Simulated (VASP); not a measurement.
Set up this calculation in VASP 6.6.1, as the native input.

| Quantity | Value |
| --- | --- |
| Task | single point |
| Functional | r2SCAN |
| Potentials or basis | VASP PAW PBE potentials, release 64 (Te) |
| Cutoff | 520 eV |
| k mesh | 18 × 18 × 18 |
| Occupations | gaussian, width 0.1 eV |
| Spin | no spin polarisation |
| Dipole correction | no |
| Further INCAR settings | ALGO = Normal; EDIFF = 1e-06; NBANDS = 13 |

Te:

```
CELL_PARAMETERS angstrom
-3.20803 3.20803 1.55682
3.20803 -3.20803 1.55682
3.20803 3.20803 -1.55682
ATOMIC_POSITIONS crystal
Te 0.00000 0.00000 0.00000
Te 0.75000 0.25000 0.50000
```

The input as run:

POSCAR

```
Te
1.0
   -3.2080290355      3.2080290355      1.5568180605
    3.2080290355     -3.2080290355      1.5568180605
    3.2080290355      3.2080290355     -1.5568180605
Te
2
Direct
    0.0000000000      0.0000000000      0.0000000000
    0.7500000000      0.2500000000      0.5000000000
```

INCAR.step1

```
PREC = Accurate
ENCUT = 520
ISMEAR = 0
SIGMA = 0.1
LREAL = F
LASPH = T
NELM = 80
NBANDS = 13
GGA = PE
ALGO = Normal
EDIFF = 1E-4
LWAVE = T
LCHARG = F
```

INCAR.step2

```
PREC = Accurate
ENCUT = 520
EDIFF = 1E-6
ISMEAR = 0
SIGMA = 0.1
LREAL = F
LASPH = T
NELM = 80
ALGO = Normal
ISIF = 2
LWAVE = F
LCHARG = F
METAGGA = R2SCAN
LMIXTAU = T
NBANDS = 13
ISTART = 1
```

KPOINTS

```
regular mesh
0
Gamma
  18 18 18
```

Potentials or basis: VASP PAW PBE potentials, release 64 (Te).

The run is started by

```sh
$ cat potpaw_PBE.64/Te/POTCAR > POTCAR
$ cp INCAR.step1 INCAR
$ mpirun -np 1 vasp_std > vasp.out
$ cp INCAR.step2 INCAR
$ mpirun -np 1 vasp_std > vasp.out
```

It gave:

```json
{
 "Pressure": "0.0 GPa",
 "Band gap on the k mesh": "zero (bands 6 and 7 overlap by 3.52 eV)"
}
```

Caveat: the PAW data sets were made with another functional, which shifts forces and pressure a little; spin-orbit coupling is left out, which moves the levels of the heavy elements.

Wall time 8 min on 1 thread of Intel(R) Xeon(R) 6975P-C (Granite Rapids), on a shared host, peak memory 0.47 GiB.
